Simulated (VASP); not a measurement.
# Ge (P6_3/mmc) in VASP: notebook

The runs below take Ge through single point, with PBEsol.

All numbers are computed with VASP 6.6.1; they aren't measurements. Logs are shortened: lines on timing, memory, paths and dates and some standing lists are left out, and cuts for length are marked.

## (1) The cell of the first run

It takes space group P6_3/mmc (No. 194, hexagonal). Conventional cell: a = 4.078 Å, b = 4.078 Å, c = 6.599 Å, α = 90.00°, β = 90.00°, γ = 120.00°. Ge (site symmetry 3m) has 4 Ge at 2.47 to 2.50 Å within 3.3 Å.

This isn't the form of Ge at room conditions, which is diamond.

## (2) Single point, PBEsol (equal xx and yy strain of +2 %)

INCAR

```
ALGO = Normal
EDIFF = 1E-7
ENCUT = 520
GGA = PS
ISIF = 2
ISMEAR = -1
LASPH = T
LCHARG = F
LREAL = F
LWAVE = F
NBANDS = 36
NELM = 60
PREC = Accurate
SIGMA = 0.05
```

KPOINTS

```
k-points
0
Gamma
  11 11 6
```

POSCAR

```
Ge
1.0
    4.0775375600      0.0000000000      0.0000000000
   -2.0387687800      3.5312511118      0.0000000000
    0.0000000000      0.0000000000      6.5993779500
Ge
4
Direct
    0.6666666667      0.3333333333      0.0629012500
    0.3333333333      0.6666666667      0.5629012500
    0.6666666667      0.3333333333      0.4370987500
    0.3333333333      0.6666666667      0.9370987500
```

Potentials or basis: VASP PAW PBE potentials, release 64 (Ge_d).

On the command line:

```bash
> cat potpaw_PBE.64/Ge_d/POTCAR > POTCAR
> mpirun -np 1 vasp_std > vasp.out
```

OUTCAR:

```text
EDIFF = 1E-7
   ENCUT = 520
   GGA = PS
   ISIF = 2
   ISMEAR = -1
   LASPH = T
   LREAL = F
   NELM = 60
   PREC = Accurate

 ion  position               nearest neighbor table
   1  0.667  0.333  0.063-   3 2.47   4 2.50   4 2.50   4 2.50
   2  0.333  0.667  0.563-   4 2.47   3 2.50   3 2.50   3 2.50
   3  0.667  0.333  0.437-   1 2.47   2 2.50   2 2.50   2 2.50
   4  0.333  0.667  0.937-   2 2.47   1 2.50   1 2.50   1 2.50

  LATTYP: Found a hexagonal cell.
 ALAT       =     4.0775375600
 C/A-ratio  =     1.6184714066

  Lattice vectors:

 A1 = (   4.0775375600,   0.0000000000,   0.0000000000)
 A2 = (  -2.0387687800,   3.5312511118,   0.0000000000)
 A3 = (   0.0000000000,   0.0000000000,   6.5993779500)

Analysis of symmetry for initial positions (statically):
=====================================================================
 Subroutine PRICEL returns:
 Original cell was already a primitive cell.

 Routine SETGRP: Setting up the symmetry group for a
 hexagonal supercell.

 Subroutine GETGRP returns: Found 24 space group operations
 (whereof 12 operations were pure point group operations)
 out of a pool of 24 trial point group operations.

The static configuration has the point symmetry D_3d.
 The point group associated with its full space group is D_6h.

Analysis of symmetry for dynamics (positions and initial velocities):
=====================================================================
 Subroutine PRICEL returns:
 Original cell was already a primitive cell.

 Routine SETGRP: Setting up the symmetry group for a
 hexagonal supercell.

 Subroutine GETGRP returns: Found 24 space group operations
 (whereof 12 operations were pure point group operations)
 out of a pool of 24 trial point group operations.

The dynamic configuration has the point symmetry D_3d.
 The point group associated with its full space group is D_6h.

 Subroutine INISYM returns: Found 24 space group operations
 (whereof 12 operations are pure point group operations),
 and found     1 'primitive' translations

----------------------------------------------------------------------------------------

                                     Primitive cell

  volume of cell :      95.0232

  direct lattice vectors                    reciprocal lattice vectors
     4.077537560  0.000000000  0.000000000     0.245246055  0.141592876  0.000000000
[... 89 lines left out ...]
   NELM   =     60;   NELMIN=  2; NELMDL= -5     # of ELM steps
   EDIFF  = 0.1E-06   stopping-criterion for ELM
   LREAL  =      F    real-space projection
   EDIFFG = 0.1E-05   stopping-criterion for IOM
   NSW    =      0    number of steps for IOM
   IBRION =     -1    ionic relax: 0-MD 1-quasi-New 2-CG
   NFREE  =      0    steps in history (QN), initial steepest desc. (CG)
   ISIF   =      2    stress and relaxation
   ISYM   =      2    0-nonsym 1-usesym 2-fastsym
   POTIM  = 0.5000    time-step for ionic-motion
   TEBEG  =    0.0;   TEEND  =   0.0 temperature during run
   PSTRESS=    0.0 pullay stress
   NELECT =      56.0000    total number of electrons
   NUPDOWN=      -1.0000    fix difference up-down
   EMIN   =  10.00;   EMAX   =-10.00  energy-range for DOS
   EFERMI =   0.00;   METHOD = LEGACY
   ISMEAR =    -1;   SIGMA  =   0.05  broadening in eV -4-tet -1-fermi 0-gaus
   EFERMI_NEDOS =   21; number of points for ismear=-14 and -15
   IALGO  =     38    algorithm
   IMIX   =      4    mixing-type and parameters
     AMIX     =   0.40;   BMIX     =  1.00
     AMIX_MAG =   1.60;   BMIX_MAG =  1.00
  volume/ion in A,a.u.               =      23.76       160.31
  Fermi-wavevector in a.u.,A,eV,Ry     =   1.372548  2.593740 25.631865  1.883889
  Thomas-Fermi vector in A             =   2.498145
   LORBIT       =      0    0 simple, 1 ext, 2 COOP (PROOUT), +10 PAW based schemes
   GGA     = PS    functional components
   LHFCALC =     F    Hartree Fock is set to
   AEXX    =    0.0000 exact exchange contribution
   IVDW    =     0    specifies the selected vdW correction
   LEPSILON=     F    determine dielectric tensor
   LRPA    =     F    only Hartree local field effects (RPA)
 non-spin polarized calculation
  energy-cutoff  :      520.00
  volume of cell :       95.02
 maximum number of plane-waves:      2592
   NGX = 15   NGY = 15   NGZ = 25

 number of electron      55.9999955 magnetization

 Free energy of the ion-electron system (eV)
  ---------------------------------------------------
  ext. energy  EPLUGINS =         0.00000000
  ---------------------------------------------------
  free energy    TOTEN  =       -19.64224209 eV

  energy without entropy =      -19.64086952  energy(sigma->0) =      -19.64155581

 E-fermi :   4.4342     XC(G=0):  -9.8950

 val. band max:        4.4217107433   @ k =   0.0000   0.0000   0.3333
 cond. band min:       4.5738740775   @ k =   0.0000   0.0000   0.0000
 fundamental gap:      0.1521633342
 Fermi energy:         4.4342222614

 k-point     1 :       0.0000    0.0000    0.0000
  band No.  band energies     occupation
      1     -20.3268      2.00000
      2     -20.3268      2.00000
      3     -20.3086      2.00000
      4     -20.2924      2.00000
      5     -20.2890      2.00000
      6     -20.2890      2.00000
[... 925 lines left out ...]
     35      10.5545      0.00000
     36      11.1276      0.00000

 [... further k-points ...]

------------------------ aborting loop because EDIFF is reached ----------------------------------------

  FORCE on cell =-STRESS in cart. coord.  units (eV):
  Direction    XX          YY          ZZ          XY          YZ          ZX
  --------------------------------------------------------------------------------------
  -------------------------------------------------------------------------------------
  Total       -2.0740967     -2.0740967     -0.2929900      0.0000000     -0.0000000      0.0000000
  in kB      -34.9711576    -34.9711576     -4.9400779      0.0000000     -0.0000000      0.0000000
  external PRESSURE =     -24.9607977 kB  Pullay stress =       0.0000000 kB

 VOLUME and BASIS-vectors are now :
 -----------------------------------------------------------------------------
  energy-cutoff  :      520.00
  volume of cell :       95.02
      direct lattice vectors                 reciprocal lattice vectors
     4.077537560  0.000000000  0.000000000     0.245246055  0.141592876  0.000000000
    -2.038768780  3.531251112  0.000000000     0.000000000  0.283185752  0.000000000
     0.000000000  0.000000000  6.599377950     0.000000000  0.000000000  0.151529433

 POSITION                                       TOTAL-FORCE (eV/Angst)
 -----------------------------------------------------------------------------------
      2.03877      1.17708      0.41511        -0.000000     -0.000000     -0.178700
     -0.00000      2.35417      3.71480         0.000000     -0.000000     -0.178700
      2.03877      1.17708      2.88458        -0.000000      0.000000      0.178700
     -0.00000      2.35417      6.18427         0.000000      0.000000      0.178700
 -----------------------------------------------------------------------------------
    total drift:                               -0.000000      0.000000     -0.000000

  FREE ENERGIE OF THE ION-ELECTRON SYSTEM (eV)
  ---------------------------------------------------
  free  energy   TOTEN  =       -19.6422420933 eV

  energy  without entropy=      -19.6408695239  energy(sigma->0) =      -19.64155581
```

stdout:

```text
POSCAR found type information on POSCAR Ge
 POSCAR found :  1 types and       4 ions
 scaLAPACK will be used
 -----------------------------------------------------------------------------
|                                                                             |
|                                                                             |
|     You enforced a specific xc type in the INCAR file but a different       |
|     I HOPE YOU KNOW WHAT YOU ARE DOING!                                     |
|                                                                             |
 -----------------------------------------------------------------------------

 LDA part: xc-table for (Slater+PW92), standard interpolation
 POSCAR, INCAR and KPOINTS ok, starting setup
 FFT: planning ... GRIDC
 FFT: planning ... GRID_SOFT
 FFT: planning ... GRID
 WAVECAR not read
 entering main loop
```

Wall time 2.5 min (1 thread of Intel Xeon 8259CL, shared host); peak memory 0.3 GiB.

Results:

```
Free energy            : -19.6422 eV
Pressure               : -2.5 GPa
Largest force          : 0.179 eV/Å
Band gap on the k mesh : zero (bands 28 and 29 overlap by 0.01 eV)
```

Forces on the atoms (eV/Å):
```
Ge   0.000  0.000 -0.179
Ge   0.000  0.000 -0.179
Ge   0.000  0.000  0.179
Ge   0.000  0.000  0.179
```

Stress tensor (GPa, compression positive):
```
-3.50  0.00  0.00
 0.00 -3.50  0.00
 0.00  0.00 -0.49
```

Caveat: the cell differs from its parent crystal (equal xx and yy strain of +2 %); semilocal functionals underestimate gaps, and a narrow one can read as zero; the PAW data sets were made with another functional, which shifts forces and pressure a little.

## (3) Single point, PBEsol (equal xx and yy strain of -3 %)

INCAR

```
SYSTEM = Ge
PREC = Accurate
ENCUT = 520
EDIFF = 1E-6
ISMEAR = -1
SIGMA = 0.05
LREAL = .FALSE.
LASPH = .TRUE.
NELM = 60
ALGO = Normal
ISIF = 2
LWAVE = .FALSE.
LCHARG = .FALSE.
GGA = PS
NBANDS = 36
```

KPOINTS

```
regular mesh
0
G
  11 11 6
  0 0 0
```

Changes to POSCAR since step 2:

```diff
@@ -2,4 +2,4 @@
 1.0
-    4.0775375600      0.0000000000      0.0000000000
-   -2.0387687800      3.5312511118      0.0000000000
+    3.8776582678      0.0000000000      0.0000000000
+   -1.9388291339      3.3581505672      0.0000000000
     0.0000000000      0.0000000000      6.5993779500
```

Potentials or basis: VASP PAW PBE potentials, release 64 (Ge_d).

On the command line:

```bash
> cat potpaw_PBE.64/Ge_d/POTCAR > POTCAR
> mpirun -np 1 vasp_std > vasp.out
```

It took 99 s on 1 thread of Intel Xeon Platinum 8488C (Sapphire Rapids), shared host; peak memory 0.28 GiB.

Results (log left out):

| Property | Result |
| --- | --- |
| Free energy | -19.5781 eV |
| Pressure | 4.6 GPa |
| Largest force | 0.353 eV/Å |
| Band gap on the k mesh | 0.07 eV (least direct gap 0.20 eV) |

Forces in eV/Å, atoms in the order of the input:
```
Ge   0.000  0.000  0.353
Ge   0.000  0.000  0.353
Ge   0.000  0.000 -0.353
Ge   0.000  0.000 -0.353
```

Stress tensor (GPa, compression positive):
```
6.71 0.00 0.00
0.00 6.71 0.00
0.00 0.00 0.50
```

Levels at points of the mesh, in eV from the valence-band top:
```tsv
k point	band 25	band 26	band 27	band 28	band 29	band 30	band 31	band 32
(0.00, 0.00, 0.00)	-1.56	-0.37	0.00	0.00	0.20	0.21	2.28	2.28
(0.00, 0.00, 0.50)	-0.94	-0.94	-0.94	-0.94	0.93	0.93	3.36	3.36
```

Caveat: the cell differs from its parent crystal (equal xx and yy strain of -3 %); the stress differs along the axes, from 0 to 7 GPa; the smearing spreads over this small gap; the PAW data sets were made with another functional, which shifts forces and pressure a little. A k mesh can miss the band edges.

The gap in the log of VASP goes by the Fermi energy; the results here count the filled bands.